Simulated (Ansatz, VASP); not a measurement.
# One calculation of Cu, two programs

The input INCAR:

```
PREC = Accurate
ENCUT = 520
EDIFF = 1E-7
ISMEAR = 0
SIGMA = 0.15
LREAL = F
LASPH = T
NELM = 60
ALGO = Fast
ISIF = 2
LWAVE = F
LCHARG = F
GGA = PE
NBANDS = 12
```

The input KPOINTS:

```
Automatic mesh
0
Gamma
  16 16 16
```

Contents of POSCAR:

```
Cu
1.0
   -0.1509885394      1.8623962994      1.7642074226
    1.5751254769     -0.0903701250      1.7035890082
    1.6668902805      1.8935426886     -0.1821349286
Cu
1
Direct
    0.0000000000      0.0000000000      0.0000000000
```

Input for Ansatz:

```yaml
crystal:
  lattice:
    - [-0.1509885394, 1.8623962994, 1.7642074226]
    - [1.5751254769, -0.090370125, 1.7035890082]
    - [1.6668902805, 1.8935426886, -0.1821349286]
  atoms:
    - { symbol: Cu, position: [0.0, 0.0, 0.0] }
basis:
  ecutwfc: 420
kpoints:
  mp_grid: { grid: [16, 16, 16] }
hamiltonian:
  xc: pbe
scf:
  occupations: { method: gaussian, width: 0.15 }
output:
  forces: true
  stress: true
  eigenvalues: true
```

Change from the starting cell: cell sheared at random, sigma 0.1, atoms nudged by 0.01 Å.

Alike in both runs: task single point; functional PBE; k mesh 16 × 16 × 16; occupations gaussian, width 0.15 eV; no spin polarisation.

|  | VASP | Ansatz |
| --- | --- | --- |
| version | VASP 6.6.1 | Ansatz 0.2.0 |
| potentials or method | VASP PAW PBE potentials, release 64 (Cu), cutoff 520 eV | scalar-relativistic, plane waves, PAW |
| valence electrons in the cell | 11 | 19 |

```tsv
	VASP	Ansatz	Ansatz less VASP
gap on the k mesh at the Fermi level (eV)	none	none	-
pressure (GPa)	6.0	5.5	-0.53
traceless stress, the component that is largest in VASP (GPa)	16.33	16.36	+0.033
```

A gap of «none» marks a metal or a gap that the smearing closes. VASP's potentials hold 11 valence electrons a cell and Ansatz's 19, so a difference there can come from the potentials and not from the codes.
